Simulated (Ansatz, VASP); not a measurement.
## TiO2 in VASP and in Ansatz

The input POSCAR:

```
TiO2
1.0
    0.0000000000      2.3968272579      2.3968272579
    2.3968272579      0.0000000000      2.3968272579
    2.3968272579      2.3968272579      0.0000000000
Ti O
1 2
Direct
    0.0000000000      0.0000000000      0.0000000000
    0.2500000000      0.2500000000      0.2500000000
    0.7500000000      0.7500000000      0.7500000000
```

The input INCAR.step1:

```
SYSTEM = TiO2
PREC = Accurate
ENCUT = 660
ISMEAR = 0
SIGMA = 0.001
LREAL = .FALSE.
LASPH = .TRUE.
NELM = 120
NBANDS = 19
GGA = PE
ALGO = Normal
EDIFF = 1E-5
LWAVE = .TRUE.
LCHARG = .FALSE.
GGA_COMPAT = .FALSE.
```

INCAR.step2

```
SYSTEM = TiO2
PREC = Accurate
ENCUT = 660
EDIFF = 1E-6
ISMEAR = 0
SIGMA = 0.001
LREAL = .FALSE.
LASPH = .TRUE.
NELM = 120
ALGO = Normal
ISIF = 2
LWAVE = .FALSE.
LCHARG = .FALSE.
METAGGA = R2SCAN
LMIXTAU = .TRUE.
NBANDS = 19
ISTART = 1
GGA_COMPAT = .FALSE.
```

File KPOINTS:

```
Automatic mesh
0
G
  6 6 6
  0 0 0
```

Input for Ansatz:

```yaml
crystal:
  lattice:
    - [0.0, 2.3968272579, 2.3968272579]
    - [2.3968272579, 0.0, 2.3968272579]
    - [2.3968272579, 2.3968272579, 0.0]
  atoms:
    - { symbol: Ti, position: [0.0, 0.0, 0.0] }
    - { symbol: O, position: [0.25, 0.25, 0.25] }
    - { symbol: O, position: [0.75, 0.75, 0.75] }
kpoints:
  mp_grid: { grid: [6, 6, 6] }
hamiltonian:
  xc: r2scan
scf:
  occupations: { method: gaussian, width: 0.001 }
  n_extra_bands: 4
output:
  forces: true
  stress: true
  eigenvalues: true
```

Alike in both runs: task single point; functional r2SCAN; k mesh 6 × 6 × 6; occupations gaussian, width 0.001 eV; no spin polarisation.

|  | VASP | Ansatz |
| --- | --- | --- |
| version | VASP 6.6.1 | Ansatz 0.2.0 |
| potentials or method | VASP PAW PBE potentials, release 64 (Ti_sv, O) | plane waves |
| plane-wave cutoff (eV) | 660 | 500 |
| valence electrons in the cell | 24 | 24 |

Ansatz gave:

- gap on the k mesh at the Fermi level (eV): 1.51
- pressure (GPa): 0.0

Problem. What did VASP give for the same quantities?

Solution. gap on the k mesh at the Fermi level (eV): 1.55; pressure (GPa): 1.2.

VASP's potentials were made for PBE, not for r2SCAN.
